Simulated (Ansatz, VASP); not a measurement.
# CuI: VASP beside Ansatz

```xyz
2
Lattice="0.0000 3.0120 3.0120 3.0584 0.0000 3.0120 3.0584 3.0120 0.0000" Properties=species:S:1:pos:R:3 pbc="T T T"
Cu    0.0000    0.0000    0.0000
I     1.5292    1.5060    1.5060
```

Change from the starting cell: uniaxial_x strain +1.5%.

Alike in both runs: task single point; functional PBE; k mesh 8 × 8 × 8; occupations fermi-dirac, width 0.02 eV; no spin polarisation.

|  | VASP | Ansatz |
| --- | --- | --- |
| version | VASP 6.6.1 | Ansatz 0.2.0 |
| potentials or method | VASP PAW PBE potentials, release 64 (Cu, I) | plane waves, PAW |
| plane-wave cutoff (eV) | 520 | 420 |
| valence electrons in the cell | 18 | 36 |

VASP gave:

* gap on the k mesh at the Fermi level (eV): 1.15
* pressure (GPa): 0.5
* traceless stress, the component that is largest in VASP (GPa): -0.18

Estimate Ansatz's values.

gap on the k mesh at the Fermi level (eV): 1.12; pressure (GPa): 0.5; traceless stress, the component that is largest in VASP (GPa): -0.18.

VASP's potentials hold 18 valence electrons a cell and Ansatz's 36, so a difference there can come from the potentials and not from the codes.

Spin-orbit coupling is off throughout.
